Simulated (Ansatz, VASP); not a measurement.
# Sb: VASP beside Ansatz

```
Sb
1.0
     2.10503    1.21534    3.77180
    -2.10503    1.21534    3.77180
     0.00000   -2.43068    3.77180
Sb
2
Cartesian
  0.0000 0.0000 2.6151
  0.0000 0.0000 8.7003
```

Alike in both runs: task single point; functional revPBE; k mesh 14 × 14 × 14; occupations fermi-dirac, width 0.1 eV; no spin polarisation.

|  | VASP | Ansatz |
| --- | --- | --- |
| version | VASP 6.6.1 | Ansatz 0.2.0 |
| potentials or method | VASP PAW PBE potentials, release 64 (Sb), cutoff 520 eV | plane waves (420 eV) with PAW, scalar-relativistic |
| valence electrons in the cell | 10 | 30 |

|  | VASP | Ansatz | Ansatz less VASP |
| --- | --- | --- | --- |
| pressure (GPa) | 8.0 | 7.8 | -0.12 |
| traceless stress, the component that is largest in VASP (GPa) | -1.27 | -1.20 | +0.066 |

VASP's potentials were made for PBE, not for revPBE. With one functional, cell and mesh, what is left measures potentials, basis and numerics. VASP's potentials hold 10 valence electrons a cell and Ansatz's 30, so a difference there can come from the potentials and not from the codes.

Neither program's run includes spin-orbit coupling.
